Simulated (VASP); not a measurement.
# ScAl (Pm-3m) in VASP: a series of runs, part 2 of 2

VASP 6.6.1. The steps go on from the part before.

### Step 3. Vibrations by perturbation theory, PBEsol

This run uses another cell than the first one, of 17.75 Å³/atom, 0.946 times its volume.

Input file INCAR:

```
SYSTEM = ScAl
PREC     = Accurate       ! precision mode
ENCUT    = 500            ! plane-wave cutoff, eV
EDIFF    = 1E-8           ! SCF threshold, eV
ISMEAR   = -1             ! smearing method
SIGMA    = 0.15           ! smearing width, eV
LREAL    = .FALSE.        ! projectors in reciprocal space
LASPH    = .TRUE.         ! aspherical terms in the spheres
NELM     = 120            ! most SCF steps
ALGO     = Normal         ! electronic algorithm
ISIF     = 2              ! what is computed and relaxed
LWAVE    = .FALSE.        ! write WAVECAR
LCHARG   = .FALSE.        ! write CHGCAR
GGA      = PS             ! functional
NBANDS   = 14             ! bands
IBRION   = 8              ! ionic algorithm
NSW      = 1              ! ionic steps
GGA_COMPAT= .FALSE.
```

Input file KPOINTS:

```
regular mesh
0
G
  12 12 12
  0 0 0
```

Input file POSCAR:

```
ScAl
1.0
    3.2864339574      0.0000000000      0.0000000000
    0.0000000000      3.2864339574      0.0000000000
    0.0000000000      0.0000000000      3.2864339574
Sc Al
1 1
Direct
    0.5000000000      0.5000000000      0.5000000000
    0.0000000000      0.0000000000      0.0000000000
```

Potentials or basis: VASP PAW PBE potentials, release 64 (Sc_sv, Al).

The run is started by

```sh
$ cat potpaw_PBE.64/Sc_sv/POTCAR potpaw_PBE.64/Al/POTCAR > POTCAR
$ mpirun -np 1 vasp_std > vasp.out
```

OUTCAR:

```text
SYSTEM = ScAl
   PREC = Accurate
   ENCUT = 500
   EDIFF = 1E-8
   ISMEAR = -1
   LREAL = .FALSE.
   LASPH = .TRUE.
   NELM = 120
   ISIF = 2
   GGA = PS
   IBRION = 8
   NSW = 1

 ion  position               nearest neighbor table
   1  0.500  0.500  0.500-   2 2.85   2 2.85   2 2.85   2 2.85   2 2.85   2 2.85   2 2.85   2 2.85

   2  0.000  0.000  0.000-   1 2.85   1 2.85   1 2.85   1 2.85   1 2.85   1 2.85   1 2.85   1 2.85

  LATTYP: Found a simple cubic cell.
 ALAT       =     3.2864339574

  Lattice vectors:

 A1 = (   3.2864339574,   0.0000000000,   0.0000000000)
 A2 = (   0.0000000000,   3.2864339574,   0.0000000000)
 A3 = (   0.0000000000,   0.0000000000,   3.2864339574)

Analysis of symmetry for initial positions (statically):
=====================================================================
 Subroutine PRICEL returns:
 Original cell was already a primitive cell.

 Routine SETGRP: Setting up the symmetry group for a
 simple cubic supercell.

 Subroutine GETGRP returns: Found 48 space group operations
[... 9 lines left out ...]

 Routine SETGRP: Setting up the symmetry group for a
 simple cubic supercell.

 Subroutine GETGRP returns: Found 48 space group operations
[... 11 lines left out ...]
                                     Primitive cell

  volume of cell :      35.4956

  direct lattice vectors                    reciprocal lattice vectors
     3.286433957  0.000000000  0.000000000     0.304281179  0.000000000  0.000000000
     0.000000000  3.286433957  0.000000000     0.000000000  0.304281179  0.000000000
     0.000000000  0.000000000  3.286433957     0.000000000  0.000000000  0.304281179

  length of vectors
     3.286433957  3.286433957  3.286433957     0.304281179  0.304281179  0.304281179

  position of ions in fractional coordinates (direct lattice)
[... 8 lines left out ...]
----------------------------------------------------------------------------------------

 KPOINTS: regular mesh

Automatic generation of k-mesh.
 Grid dimensions read from file:
 generate k-points for:   12   12   12

 Generating k-lattice:

  Cartesian coordinates                     Fractional coordinates (reciprocal lattice)
     0.025356765  0.000000000  0.000000000     0.083333333  0.000000000  0.000000000
     0.000000000  0.025356765  0.000000000     0.000000000  0.083333333  0.000000000
     0.000000000  0.000000000  0.025356765     0.000000000  0.000000000  0.083333333

  Length of vectors
     0.025356765  0.025356765  0.025356765

  Shift w.r.t. Gamma in fractional coordinates (k-lattice)
     0.000000000  0.000000000  0.000000000

 Subroutine IBZKPT returns following result:
 ===========================================

 Found     84 irreducible k-points:

 Following reciprocal coordinates:
            Coordinates               Weight
  0.000000  0.000000  0.000000      1.000000
  0.083333  0.000000  0.000000      6.000000
  0.166667  0.000000  0.000000      6.000000
  0.250000  0.000000  0.000000      6.000000
[... 103 lines left out ...]
      6       5.7711      1.98872
      7       5.7711      1.98872
      8       9.5218      0.00000
      9       9.5218      0.00000
     10       9.5218      0.00000
     11      10.6497      0.00000
     12      10.6497      0.00000
     13      10.6497      0.00000
     14      15.6391      0.00000
[... 377 lines left out ...]
      1     -42.3855      2.00000
      2     -21.2936      2.00000
      3     -21.2458      2.00000
      4     -21.0591      2.00000
      5       1.1688      2.00000
      6       3.7831      2.00000
      7       5.1582      1.99981
      8       6.8592      0.22171
      9       8.0224      0.00011
     10       8.4807      0.00001
     11      10.5557      0.00000
     12      11.9976      0.00000
     13      12.9654      0.00000
     14      14.5539      0.00000

 [... further k-points ...]
[... 5 lines left out ...]
  --------------------------------------------------------------------------------------
  -------------------------------------------------------------------------------------
  Total        1.1400687      1.1400687      1.1400687     -0.0000000     -0.0000000      0.0000000
  in kB       51.4596555     51.4596555     51.4596555     -0.0000000     -0.0000000      0.0000000
  external PRESSURE =      51.4596555 kB  Pullay stress =       0.0000000 kB

 VOLUME and BASIS-vectors are now :
 -----------------------------------------------------------------------------
  energy-cutoff  :      500.00
  volume of cell :       35.50
      direct lattice vectors                 reciprocal lattice vectors
     3.286433957  0.000000000  0.000000000     0.304281179  0.000000000  0.000000000
     0.000000000  3.286433957  0.000000000     0.000000000  0.304281179  0.000000000
     0.000000000  0.000000000  3.286433957     0.000000000  0.000000000  0.304281179

 POSITION                                       TOTAL-FORCE (eV/Angst)
 -----------------------------------------------------------------------------------
      1.64322      1.64322      1.64322         0.000000      0.000000      0.000000
      0.00000      0.00000      0.00000         0.000000      0.000000      0.000000
 -----------------------------------------------------------------------------------
    total drift:                                0.000000     -0.000000     -0.000000

  FREE ENERGIE OF THE ION-ELECTRON SYSTEM (eV)
  ---------------------------------------------------
  free  energy   TOTEN  =       -11.6236680825 eV

  energy  without entropy=      -11.5551450618  energy(sigma->0) =      -11.58940657

[... ionic steps 2 to 3 ...]

--------------------------------------- Ionic step        4  -------------------------------------------

------------------------ aborting loop because EDIFF is reached ----------------------------------------

[... ionic steps 5 to 6 ...]

--------------------------------------- Ionic step        7  -------------------------------------------

 Free energy of the ion-electron system (eV)
  ---------------------------------------------------
  ---------------------------------------------------
  free energy    TOTEN  =        -0.00622157 eV

  energy without entropy =       -0.00622157

------------------------ aborting loop because EDIFF is reached ----------------------------------------

 INTERNAL STRAIN TENSOR  FOR ION    2  DIRECTION 1   (eV/Angst):
 -----------------------------------------------------------------------------
    -0.01737  0.00000  0.00000
     0.00000  0.01063  0.00000
     0.00000  0.00000  0.01063

 INTERNAL STRAIN TENSOR FOR ION    2 for displacements in x,y,z  (eV/Angst):
          X           Y           Z          XY          YZ          ZX
  --------------------------------------------------------------------------------
  x     0.00000     0.00000     0.00000     0.00000     0.00000     0.00000
  y     0.00000     0.00000     0.00000     0.00000     0.00000     0.00000
  z     0.00000     0.00000     0.00000     0.00000     0.00000     0.00000

 SECOND DERIVATIVES (NOT SYMMETRIZED)
 ------------------------------------
               1X          1Y          1Z          2X          2Y          2Z
  1X    -6.190400   -0.000000    0.000000    6.190400    0.000000   -0.000000
  1Y    -0.000000   -6.190400    0.000000    0.000000    6.190400   -0.000000
  1Z     0.000000   -0.000000   -6.190400    0.000000    0.000000    6.190400
  2X     6.195914    0.000000   -0.000000   -6.195914    0.000000    0.000000
  2Y     0.000000    6.195914    0.000000    0.000000   -6.195914    0.000000
  2Z     0.000000    0.000000    6.195914    0.000000    0.000000   -6.195914

 Eigenvectors and eigenvalues of the dynamical matrix
 ----------------------------------------------------

   1 f  =    9.475110 THz    59.533871 2PiTHz  316.055646 cm-1    39.185888 meV
             X         Y         Z           dx          dy          dz
      1.643217  1.643217  1.643217    -0.612255    0.000000   -0.000000
      0.000000  0.000000  0.000000     0.790661    0.000000   -0.000000
[... 21 lines left out ...]
   6 f/i=    0.002042 THz     0.012830 2PiTHz    0.068111 cm-1     0.008445 meV
             X         Y         Z           dx          dy          dz
      1.643217  1.643217  1.643217     0.073079   -0.749129   -0.242094
      0.000000  0.000000  0.000000     0.056590   -0.580094   -0.187468

--------------------------------------------------------------------------------------------------------

 ELASTIC MODULI CONTR FROM IONIC RELAXATION (kBar)
 Direction    XX          YY          ZZ          XY          YZ          ZX
 --------------------------------------------------------------------------------
 XX           0.0000      0.0000      0.0000      0.0000      0.0000      0.0000
 YY           0.0000      0.0000      0.0000      0.0000      0.0000      0.0000
 ZZ           0.0000      0.0000      0.0000      0.0000      0.0000      0.0000
 XY           0.0000      0.0000      0.0000      0.0000      0.0000      0.0000
 YZ           0.0000      0.0000      0.0000      0.0000      0.0000      0.0000
 ZX           0.0000      0.0000      0.0000      0.0000      0.0000      0.0000
 --------------------------------------------------------------------------------
```

Wall time 91 s (1 thread of Intel Xeon 6975P-C (Granite Rapids), shared host); peak memory 0.33 GiB.

What came out:

```
Highest phonon frequency at Γ, LO-TO splitting left out : 316 cm⁻¹
```

Phonon frequencies in cm⁻¹ (negative: imaginary):
| q point | frequencies |
| --- | --- |
| (0.000, 0.000, 0.000) | 0 0 0 316 316 316 |

Caveat: the cell wasn't relaxed at this level first, which shifts response properties; the PAW data sets were made with another functional, which shifts forces and pressure a little.
